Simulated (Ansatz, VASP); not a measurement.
Two plane-wave programs on Ge4P

```
CELL_PARAMETERS angstrom
1.52539 0.88069 12.01022
-1.52539 0.88069 12.01022
0.00000 -1.76137 12.01022
ATOMIC_POSITIONS crystal
Ge 0.60312 0.60312 0.60312
Ge 0.20084 0.20084 0.20084
Ge 0.79916 0.79916 0.79916
Ge 0.39688 0.39688 0.39688
P 0.00000 0.00000 0.00000
```

Change from the starting cell: species swapped into the HgPb4 type (R-3m, No. 166).

Alike in both runs: task single point; functional PBE; k mesh 6 × 6 × 6; occupations gaussian, width 0.1 eV; no spin polarisation.

|  | VASP | Ansatz |
| --- | --- | --- |
| version | VASP 6.6.1 | Ansatz 0.2.0 |
| potentials or method | VASP PAW PBE potentials, release 64 (Ge_d, P), cutoff 520 eV | scalar-relativistic, plane waves, PAW |
| valence electrons in the cell | 61 | 61 |

```csv
,VASP,Ansatz,Ansatz less VASP
gap on the k mesh at the Fermi level (eV),none,none,-
pressure (GPa),-2.2,-2.1,+0.16
"traceless stress, the component that is largest in VASP (GPa)",0.48,0.47,-0.004
rms of the force components (eV/Å),0.175,0.175,-0.0001
```

Atom by atom the forces differ by 0.000 eV/Å (rms over components). A gap of «none» marks a metal or a gap that the smearing closes.

The k mesh is coarse, so the values compare programs but aren't converged.
